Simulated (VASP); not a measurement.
# Au (I4/mmm) in VASP: a series of runs, part 2 of 2

VASP 6.6.1.

## 4. Single point, PBEsol (biaxial strain in the a-b plane: -4.0 %, then relaxed in part)

Contents of INCAR:

```
ALGO = Fast ; EDIFF = 1E-6
ENCUT = 520 ; GGA = PS
ISIF = 2 ; ISMEAR = 0
LASPH = T ; LCHARG = F
LREAL = F ; LWAVE = F
NBANDS = 18 ; NELM = 80
PREC = Accurate ; SIGMA = 0.1
```

Contents of KPOINTS:

```
k-points
0
Gamma
  16 16 16
```

Contents of POSCAR:

```
Au
1.0
    3.1124609168      0.0000000000      0.0000000000
    0.0000000000      3.1124609168      0.0000000000
    0.0000000000      0.0000000000      3.5348012198
Au
2
Direct
    0.0000000000      0.0000000000      0.0000000000
    0.5000000000      0.5000000000      0.5000000000
```

Potentials or basis: VASP PAW PBE potentials, release 64 (Au).

Launch:

```bash
$ cat potpaw_PBE.64/Au/POTCAR > POTCAR
$ mpirun -np 1 vasp_std > vasp.out
```

OUTCAR:

```text
EDIFF = 1E-6
   ENCUT = 520
   GGA = PS
   ISIF = 2
   ISMEAR = 0
   LASPH = T
   LREAL = F
   NELM = 80
   PREC = Accurate

 ion  position               nearest neighbor table
   1  0.000  0.000  0.000-   2 2.82   2 2.82   2 2.82   2 2.82   2 2.82   2 2.82   2 2.82   2 2.82

   2  0.500  0.500  0.500-   1 2.82   1 2.82   1 2.82   1 2.82   1 2.82   1 2.82   1 2.82   1 2.82

  LATTYP: Found a simple tetragonal cell.
 ALAT       =     3.1124609168
 C/A-ratio  =     1.1356933675

  Lattice vectors:

 A1 = (   3.1124609168,   0.0000000000,   0.0000000000)
 A2 = (   0.0000000000,   3.1124609168,   0.0000000000)
 A3 = (   0.0000000000,   0.0000000000,   3.5348012198)

Analysis of symmetry for initial positions (statically):
=====================================================================
 Subroutine PRICEL returns following result:

  LATTYP: Found a body centered tetragonal cell.
 ALAT       =     3.1124609168
 C/A-ratio  =     1.1356933675

  Lattice vectors:

 A1 = (  -1.5562304584,  -1.5562304584,  -1.7674006099)
 A2 = (   1.5562304584,   1.5562304584,  -1.7674006099)
 A3 = (   1.5562304584,  -1.5562304584,   1.7674006099)

   2 primitive cells build up your supercell.

 Routine SETGRP: Setting up the symmetry group for a
 simple tetragonal supercell.

 Subroutine GETGRP returns: Found 16 space group operations
 (whereof 16 operations were pure point group operations)
 out of a pool of 16 trial point group operations.

The static configuration has the point symmetry D_4h.

Analysis of symmetry for dynamics (positions and initial velocities):
=====================================================================
 Subroutine PRICEL returns following result:

  LATTYP: Found a body centered tetragonal cell.
 ALAT       =     3.1124609168
 C/A-ratio  =     1.1356933675

  Lattice vectors:

 A1 = (  -1.5562304584,  -1.5562304584,  -1.7674006099)
 A2 = (   1.5562304584,   1.5562304584,  -1.7674006099)
 A3 = (   1.5562304584,  -1.5562304584,   1.7674006099)

   2 primitive cells build up your supercell.

 Routine SETGRP: Setting up the symmetry group for a
 simple tetragonal supercell.

 Subroutine GETGRP returns: Found 16 space group operations
 (whereof 16 operations were pure point group operations)
 out of a pool of 16 trial point group operations.

The dynamic configuration has the point symmetry D_4h.

 Subroutine INISYM returns: Found 16 space group operations
 (whereof 16 operations are pure point group operations),
 and found     2 'primitive' translations

----------------------------------------------------------------------------------------

                                     Primitive cell

  volume of cell :      17.1215

  direct lattice vectors                    reciprocal lattice vectors
    -1.556230458 -1.556230458 -1.767400610    -0.000000000 -0.321289175 -0.282901340
     1.556230458  1.556230458 -1.767400610     0.321289175 -0.000000000 -0.282901340
     1.556230458 -1.556230458  1.767400610     0.321289175 -0.321289175  0.000000000
[... 25 lines left out ...]

  Length of vectors
     0.020080573  0.020080573  0.017681334

  Shift w.r.t. Gamma in fractional coordinates (k-lattice)
     0.000000000  0.000000000  0.000000000

 Subroutine IBZKPT returns following result:
 ===========================================

 Found    405 irreducible k-points:

 Following reciprocal coordinates:
            Coordinates               Weight
  0.000000  0.000000  0.000000      1.000000
  0.062500  0.000000  0.000000      4.000000
  0.125000  0.000000  0.000000      4.000000
  0.187500  0.000000  0.000000      4.000000
  0.250000  0.000000  0.000000      4.000000
  0.312500  0.000000  0.000000      4.000000
[... 16 lines left out ...]
  0.437500  0.125000  0.000000      8.000000
  0.500000  0.125000  0.000000      4.000000
 [... further k-points ...]
   k-points           NKPTS =    405   k-points in BZ     NKDIM =    405   number of bands    NBANDS=     18
   number of dos      NEDOS =    301   number of ions     NIONS =      2
   total plane-waves  NPLWV =  16128
   dimension x,y,z NGX =    24 NGY =   24 NGZ =   28
   dimension x,y,z NGXF=    48 NGYF=   48 NGZF=   56
   ions per type =               2
   NGX,Y,Z   is equivalent  to a cutoff of  12.82, 12.82, 13.17 a.u.
   NGXF,Y,Z  is equivalent  to a cutoff of  25.64, 25.64, 26.34 a.u.
 SYSTEM =  unknown system
   PREC   = accura    normal or accurate (medium, high low for compatibility)
   ISTART =      0    job   : 0-new  1-cont  2-samecut
   ICHARG =      2    charge: 1-file 2-atom 10-const
   ISPIN  =      1    spin polarized calculation?
   LNONCOLLINEAR =      F non collinear calculations
   LSORBIT =      F    spin-orbit coupling
   LASPH  =      T    aspherical Exc in radial PAW
   ENCUT  =  520.0 eV  38.22 Ry    6.18 a.u.   5.79  5.79  6.57*2*pi/ulx,y,z
   NELM   =     80;   NELMIN=  2; NELMDL= -5     # of ELM steps
   EDIFF  = 0.1E-05   stopping-criterion for ELM
   LREAL  =      F    real-space projection
   EDIFFG = 0.1E-04   stopping-criterion for IOM
   NSW    =      0    number of steps for IOM
   IBRION =     -1    ionic relax: 0-MD 1-quasi-New 2-CG
   NFREE  =      0    steps in history (QN), initial steepest desc. (CG)
   ISIF   =      2    stress and relaxation
   ISYM   =      2    0-nonsym 1-usesym 2-fastsym
   POTIM  = 0.5000    time-step for ionic-motion
   TEBEG  =    0.0;   TEEND  =   0.0 temperature during run
   PSTRESS=    0.0 pullay stress
   NELECT =      22.0000    total number of electrons
   NUPDOWN=      -1.0000    fix difference up-down
   EMIN   =  10.00;   EMAX   =-10.00  energy-range for DOS
   EFERMI =   0.00;   METHOD = LEGACY
   ISMEAR =     0;   SIGMA  =   0.10  broadening in eV -4-tet -1-fermi 0-gaus
   EFERMI_NEDOS =   21; number of points for ismear=-14 and -15
   IALGO  =     68    algorithm
   IMIX   =      4    mixing-type and parameters
     AMIX     =   0.40;   BMIX     =  1.00
     AMIX_MAG =   1.60;   BMIX_MAG =  1.00
  volume/ion in A,a.u.               =      17.12       115.54
  Fermi-wavevector in a.u.,A,eV,Ry     =   1.412618  2.669461 27.150291  1.995490
  Thomas-Fermi vector in A             =   2.534348
   LORBIT       =      0    0 simple, 1 ext, 2 COOP (PROOUT), +10 PAW based schemes
   GGA     = PS    functional components
   LHFCALC =     F    Hartree Fock is set to
   AEXX    =    0.0000 exact exchange contribution
   IVDW    =     0    specifies the selected vdW correction
   LEPSILON=     F    determine dielectric tensor
   LRPA    =     F    only Hartree local field effects (RPA)
 non-spin polarized calculation
 RMM-DIIS sequential band-by-band and
 Gauss-broadening in eV      SIGMA  =   0.10
  energy-cutoff  :      520.00
  volume of cell :       34.24
 maximum number of plane-waves:       952
 NGX is ok and might be reduce to    24
   NGX = 11   NGY = 11   NGZ = 13

 number of electron      21.9999996 magnetization

 Free energy of the ion-electron system (eV)
  ---------------------------------------------------
  ext. energy  EPLUGINS =         0.00000000
  ---------------------------------------------------
  free energy    TOTEN  =        -7.81678630 eV

  energy without entropy =       -7.81463824  energy(sigma->0) =       -7.81571227

 E-fermi :   9.2141     XC(G=0): -12.8579

 val. band max:        9.2004445321   @ k =   0.2500   0.0000   0.3750
 cond. band min:       9.2157738695   @ k =   0.3750   0.1250   0.5000
 fundamental gap:      0.0153293374
 Fermi energy:         9.2141457815

 k-point     1 :       0.0000    0.0000    0.0000
  band No.  band energies     occupation
      1      -0.6629      2.00000
      2       2.3453      2.00000
      3       2.4517      2.00000
      4       4.2171      2.00000
      5       4.2171      2.00000
      6       4.9648      2.00000
[... 481 lines left out ...]
      5       4.1603      2.00000
      6       4.1603      2.00000
[... 10 lines left out ...]
     17      22.3794      0.00000
     18      22.3794      0.00000

 [... further k-points ...]

------------------------ aborting loop because EDIFF is reached ----------------------------------------

  FORCE on cell =-STRESS in cart. coord.  units (eV):
  Direction    XX          YY          ZZ          XY          YZ          ZX
  --------------------------------------------------------------------------------------
  -------------------------------------------------------------------------------------
  Total       -0.2506371     -0.2506371     -0.0444930      0.0000000      0.0000000     -0.0000000
  in kB      -11.7268987    -11.7268987     -2.0817520      0.0000000      0.0000000     -0.0000000
  external PRESSURE =      -8.5118498 kB  Pullay stress =       0.0000000 kB

 VOLUME and BASIS-vectors are now :
 -----------------------------------------------------------------------------
  energy-cutoff  :      520.00
  volume of cell :       34.24
      direct lattice vectors                 reciprocal lattice vectors
     3.112460917  0.000000000  0.000000000     0.321289175  0.000000000  0.000000000
     0.000000000  3.112460917  0.000000000     0.000000000  0.321289175  0.000000000
     0.000000000  0.000000000  3.534801220     0.000000000  0.000000000  0.282901340

 POSITION                                       TOTAL-FORCE (eV/Angst)
 -----------------------------------------------------------------------------------
      0.00000      0.00000      0.00000        -0.000000     -0.000000      0.000000
      1.55623      1.55623      1.76740         0.000000      0.000000     -0.000000
 -----------------------------------------------------------------------------------
    total drift:                                0.000000      0.000000     -0.000000

  FREE ENERGIE OF THE ION-ELECTRON SYSTEM (eV)
  ---------------------------------------------------
  free  energy   TOTEN  =        -7.8167862992 eV

  energy  without entropy=       -7.8146382426  energy(sigma->0) =       -7.81571227
```

stdout:

```text
POSCAR found type information on POSCAR Au
 POSCAR found :  1 types and       2 ions
 scaLAPACK will be used
 -----------------------------------------------------------------------------
|                                                                             |
|                                                                             |
|     You enforced a specific xc type in the INCAR file but a different       |
|     I HOPE YOU KNOW WHAT YOU ARE DOING!                                     |
|                                                                             |
 -----------------------------------------------------------------------------

 LDA part: xc-table for (Slater+PW92), standard interpolation
 POSCAR, INCAR and KPOINTS ok, starting setup
 FFT: planning ... GRIDC
 FFT: planning ... GRID_SOFT
 FFT: planning ... GRID
 WAVECAR not read
 entering main loop
```

It took 2.7 min on 1 thread of Intel Xeon Platinum 8259CL at 2.50GHz (Skylake/Cascade Lake), shared host; peak memory 0.31 GiB.

Results:

- Free energy: -7.8168 eV
- Pressure: -0.9 GPa
- Band gap on the k mesh: zero (bands 11 and 12 overlap by 6.38 eV)

Levels at points of the mesh, in eV from the Fermi level:
| k point | band 8 | band 9 | band 10 | band 11 | band 12 | band 13 | band 14 | band 15 |
| --- | --- | --- | --- | --- | --- | --- | --- | --- |
| (0.00, 0.00, 0.00) | -2.63 | -1.92 | -1.66 | -1.66 | 3.98 | 7.51 | 7.51 | 8.89 |
| (0.50, 0.00, 0.00) | -4.04 | -3.45 | -3.45 | -1.40 | -1.40 | 11.42 | 11.42 | 12.21 |
| (0.50, 0.50, 0.00) | -2.37 | -1.30 | -1.30 | -0.15 | -0.15 | 4.24 | 4.24 | 11.27 |
| (0.00, 0.00, 0.50) | -3.93 | -3.17 | -3.17 | -2.87 | -2.87 | 13.88 | 13.88 | 13.98 |
| (0.50, 0.00, 0.50) | -2.51 | -1.51 | -1.51 | -0.89 | -0.89 | 3.23 | 3.23 | 12.98 |
| (0.50, 0.50, 0.50) | -2.94 | -2.35 | -2.35 | 3.12 | 3.12 | 6.77 | 6.77 | 6.77 |

Caveat: the cell differs from its parent crystal (biaxial strain in the a-b plane: -4.0 %, then relaxed in part); the PAW data sets were made with another functional, which shifts forces and pressure a little; spin-orbit coupling is left out, which moves the levels of the heavy elements.

## 5. Overview

| cell | further INCAR settings | gap on the mesh (eV) | pressure (GPa) |
| --- | --- | --- | --- |
| a = 3.372, b = 3.372, c = 2.992 Å, 2 atoms | ALGO = Fast; EDIFF = 1e-07; NBANDS = 18 | none | 0.4 |
| a = 3.177, b = 3.177, c = 3.390 Å, 2 atoms | ALGO = Fast; EDIFF = 1e-06; NBANDS = 18 | none | -0.7 |
| a = 3.112, b = 3.112, c = 3.535 Å, 2 atoms | ALGO = Fast; EDIFF = 1e-06; NBANDS = 18 | none | -0.9 |

Alike in all rows: task single point; level PBEsol; potentials or basis VASP PAW PBE potentials, release 64 (Au); no spin polarisation; k mesh 16 × 16 × 16; cutoff (eV) 520; smearing gaussian 0.1 eV.

Caveats: the PAW data sets were made with another functional, which shifts forces and pressure a little; spin-orbit coupling is left out, which moves the levels of the heavy elements.

Absolute energies hang on the potentials; compare differences alone.
